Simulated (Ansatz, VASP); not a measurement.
**C in VASP and in Ansatz**

INCAR

```
SYSTEM = C
PREC     = Accurate       ! precision mode
ENCUT    = 520            ! plane-wave cutoff, eV
EDIFF    = 1E-6           ! SCF threshold, eV
ISMEAR   = 0              ! smearing method
SIGMA    = 0.15           ! smearing width, eV
LREAL    = .False.        ! projectors in reciprocal space
LASPH    = .True.         ! aspherical terms in the spheres
NELM     = 80             ! most SCF steps
ALGO     = Normal         ! electronic algorithm
ISIF     = 2              ! what is computed and relaxed
LWAVE    = .False.        ! write WAVECAR
LCHARG   = .False.        ! write CHGCAR
GGA      = PE             ! functional
NBANDS   = 16             ! bands
```

File KPOINTS:

```
regular mesh
0
Gamma
  18 18 6
  0 0 0
```

Contents of POSCAR:

```
C
1.0
    1.2332770792     -2.1360444277      0.0000000000
    1.2332770792      2.1360444277      0.0000000000
    0.0000000000      0.0000000000      8.7070252276
C
4
Direct
    0.1632938236      0.8367061764      0.7503053270
    0.5033720562      0.4966279438      0.2496942476
    0.8367061764      0.1632938236      0.2496946730
    0.4966279438      0.5033720562      0.7503057524
```

Input for Ansatz:

```yaml
crystal:
  lattice:
    - [1.2332770792, -2.1360444277, 0.0]
    - [1.2332770792, 2.1360444277, 0.0]
    - [0.0, 0.0, 8.7070252276]
  atoms:
    - { symbol: C, position: [0.1632938236, 0.8367061764, 0.750305327] }
    - { symbol: C, position: [0.5033720562, 0.4966279438, 0.2496942476] }
    - { symbol: C, position: [0.8367061764, 0.1632938236, 0.249694673] }
    - { symbol: C, position: [0.4966279438, 0.5033720562, 0.7503057524] }
basis:
  ecutwfc: 520.0
kpoints:
  mp_grid: { grid: [18, 18, 6] }
hamiltonian:
  xc: pbe
  pseudopotentials: { kind: paw, azcp: { folder: soft_1 } }
scf:
  occupations: { method: gaussian, width: 0.15 }
output:
  forces: true
  stress: true
  eigenvalues: true
  write_density: true
  write_potential: true
  elf: true
  volumetric_format: npy
```

Change from the starting cell: mode 1 frozen in at -0.342 Å and mode 6 at +0.000 Å (largest displacements).

Alike in both runs: task single point; functional PBE; k mesh 18 × 18 × 6; occupations gaussian, width 0.15 eV; no spin polarisation.

|  | VASP | Ansatz |
| --- | --- | --- |
| version | VASP 6.6.1 | Ansatz 0.2.0 |
| potentials or method | VASP PAW PBE potentials, release 64 (C), cutoff 520 eV | scalar-relativistic, plane waves, PAW |
| valence electrons in the cell | 16 | 16 |

Ansatz gave:

| Property | Result |
| --- | --- |
| gap on the k mesh at the Fermi level (eV) | none |
| pressure (GPa) | 0.0 |
| traceless stress, the component that is largest in VASP (GPa) | 0.00 |

**Question.** Which values does VASP return?

**Answer.** gap on the k mesh at the Fermi level (eV): none; pressure (GPa): 0.3; traceless stress, the component that is largest in VASP (GPa): -0.41.

A gap of «none» marks a metal or a gap that the smearing closes. With one functional, cell and mesh, what is left measures potentials, basis and numerics.
